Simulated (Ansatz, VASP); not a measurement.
Two plane-wave programs on Al8H

The input INCAR:

```
SYSTEM = Al8H
PREC     = Accurate       ! precision mode
ENCUT    = 520            ! plane-wave cutoff, eV
EDIFF    = 1E-6           ! SCF threshold, eV
ISMEAR   = 0              ! smearing method
SIGMA    = 0.1            ! smearing width, eV
LREAL    = Auto         
LASPH    = .True.         ! aspherical terms in the spheres
NELM     = 80             ! most SCF steps
ALGO     = Normal         ! electronic algorithm
ISIF     = 2              ! what is computed and relaxed
LWAVE    = .False.        ! write WAVECAR
LCHARG   = .False.        ! write CHGCAR
LDIPOL   = .True.       
IDIPOL   = 3            
DIPOL    = 0.5 0.5 0.291
GGA      = PE             ! functional
NBANDS   = 40             ! bands
```

The input KPOINTS:

```
Automatic mesh
0
Gamma
  5 4 1
  0 0 0
```

POSCAR

```
Al8H
1.0
    5.7135165837      0.0000000000      0.0000000000
    0.0000000000      8.0801326415      0.0000000000
    0.0000000000      0.0000000000     22.2432786975
Al H
16 2
Direct
    0.2500000000      0.2500000000      0.1798296040
    0.2500000000      0.7500000000      0.1798296040
    0.7500000000      0.2500000000      0.1798296040
    0.7500000000      0.7500000000      0.1798296040
    0.0000000000      0.0000000000      0.2440458181
    0.0000000000      0.5000000000      0.2440458181
    0.5000000000      0.0000000000      0.2440458181
    0.5000000000      0.5000000000      0.2440458181
    0.2500000000      0.2500000000      0.3102598702
    0.2500000000      0.7500000000      0.3102598702
    0.7500000000      0.2500000000      0.3102598702
    0.7500000000      0.7500000000      0.3102598702
    0.0000000000      0.0000000000      0.3705963860
    0.0000000000      0.5000000000      0.3705963860
    0.5000000000      0.0000000000      0.3705963860
    0.5000000000      0.5000000000      0.3705963860
    0.2500000000      0.2097778880      0.4052135847
    0.2500000000      0.2902221120      0.4052135847
```

Input for Ansatz:

```yaml
crystal:
  lattice:
    - [5.7135165837, 0.0, 0.0]
    - [0.0, 8.0801326415, 0.0]
    - [0.0, 0.0, 22.2432786975]
  atoms:
    - { symbol: Al, position: [0.25, 0.25, 0.179829604] }
    - { symbol: Al, position: [0.25, 0.75, 0.179829604] }
    - { symbol: Al, position: [0.75, 0.25, 0.179829604] }
    - { symbol: Al, position: [0.75, 0.75, 0.179829604] }
    - { symbol: Al, position: [0.0, 0.0, 0.2440458181] }
    - { symbol: Al, position: [0.0, 0.5, 0.2440458181] }
    - { symbol: Al, position: [0.5, 0.0, 0.2440458181] }
    - { symbol: Al, position: [0.5, 0.5, 0.2440458181] }
    - { symbol: Al, position: [0.25, 0.25, 0.3102598702] }
    - { symbol: Al, position: [0.25, 0.75, 0.3102598702] }
    - { symbol: Al, position: [0.75, 0.25, 0.3102598702] }
    - { symbol: Al, position: [0.75, 0.75, 0.3102598702] }
    - { symbol: Al, position: [0.0, 0.0, 0.370596386] }
    - { symbol: Al, position: [0.0, 0.5, 0.370596386] }
    - { symbol: Al, position: [0.5, 0.0, 0.370596386] }
    - { symbol: Al, position: [0.5, 0.5, 0.370596386] }
    - { symbol: H, position: [0.25, 0.209777888, 0.4052135847] }
    - { symbol: H, position: [0.25, 0.290222112, 0.4052135847] }
basis:
  ecutwfc: 420
kpoints:
  mp_grid: { grid: [5, 4, 1] }
hamiltonian:
  xc: pbe
  pseudopotentials: { kind: paw, azcp: { folder: soft_1 } }
scf:
  occupations: { method: gaussian, width: 0.1 }
output:
  forces: true
  eigenvalues: true
efield:
  axis: 3
  dipole_correction: true
  ramp_width: 0.04
```

Alike in both runs: task single point; functional PBE; k mesh 5 × 4 × 1; occupations gaussian, width 0.1 eV; no spin polarisation.

```csv
,VASP,Ansatz
version,VASP 6.6.1,Ansatz 0.2.0
potentials or method,"VASP PAW PBE potentials, release 64 (Al, H), cutoff 520 eV","scalar-relativistic, plane waves, PAW"
valence electrons in the cell,50,50
```

|  | VASP | Ansatz | Ansatz less VASP |
| --- | --- | --- | --- |
| gap on the k mesh at the Fermi level (eV) | none | none | - |
| rms of the force components (eV/Å) | 1.191 | 1.182 | -0.0086 |

Atom by atom the forces differ by 0.009 eV/Å (rms over components). A gap of «none» marks a metal or a gap that the smearing closes.
